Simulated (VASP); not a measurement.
Write the native input for VASP 6.6.1 that does the following.

| Quantity | Value |
| --- | --- |
| Task | relaxation of cell and atoms |
| Functional | PBE |
| Potentials or basis | VASP PAW PBE potentials, release 64 (Mo_sv, S) |
| Cutoff | 600 eV |
| k mesh | 8 × 8 × 8 |
| Occupations | gaussian, width 0.1 eV |
| Spin | collinear spin |
| Starting moments | [0.14, 0.0] μB |
| Dipole correction | no |
| Further INCAR settings | ALGO = Normal; EDIFF = 1e-07; IBRION = 2; EDIFFG = -0.05; NSW = 100; ISIF = 3 |

The structure of MoS lies in POSCAR:

```
MoS
1.0
    0.0000000000      2.4148756080      2.4148756080
    2.4148756080      0.0000000000      2.4148756080
    2.4148756080      2.4148756080      0.0000000000
Mo S
1 1
Direct
    0.0000000000      0.0000000000      0.0000000000
    0.5000000000      0.5000000000      0.5000000000
```

The input as run:

INCAR

```
SYSTEM = MoS
  ALGO = Normal
  EDIFF = 1E-7
  EDIFFG = -0.05
  ENCUT = 600
  GGA = PE
  IBRION = 2
  ISIF = 3
  ISMEAR = 0
  ISPIN = 2
  LASPH = .True.
  LCHARG = .False.
  LMAXMIX = 4
  LORBIT = 11
  LREAL = .False.
  LWAVE = .False.
  MAGMOM = 0.14 0
  NELM = 150
  NSW = 100
  PREC = Accurate
  SIGMA = 0.1
```

KPOINTS

```
k-points
0
Gamma
  8 8 8
  0 0 0
```

Potentials or basis: VASP PAW PBE potentials, release 64 (Mo_sv, S).

Launch:

```console
$ cat potpaw_PBE.64/Mo_sv/POTCAR potpaw_PBE.64/S/POTCAR > POTCAR
$ mpirun -np 1 vasp_std > vasp.out
```

Results of the run:

```
Relaxed volume                                        : 15.26 Å³/atom
Relaxed cell                                          : a = 3.507 Å, b = 3.507 Å, c = 3.507 Å, α = 60.00°, β = 60.00°, γ = 60.00°
Space group after relaxing (to 0.1 Å)                 : Fm-3m (No. 225)
Energy gained by relaxing                             : 52.7 meV/atom
Ionic steps                                           : 3
Pressure after relaxing                               : -0.4 GPa
Band gap on the k mesh                                : zero (filled and empty bands overlap)
Net moment                                            : 0.00 μB per cell
Valence electrons inside the program's atomic spheres : Mo 12.40; S 3.71
```

It took 86 s on 1 thread of Intel(R) Xeon(R) Platinum 8259CL CPU @ 2.50GHz (Skylake/Cascade Lake), on a shared host, peak memory 0.19 GiB.
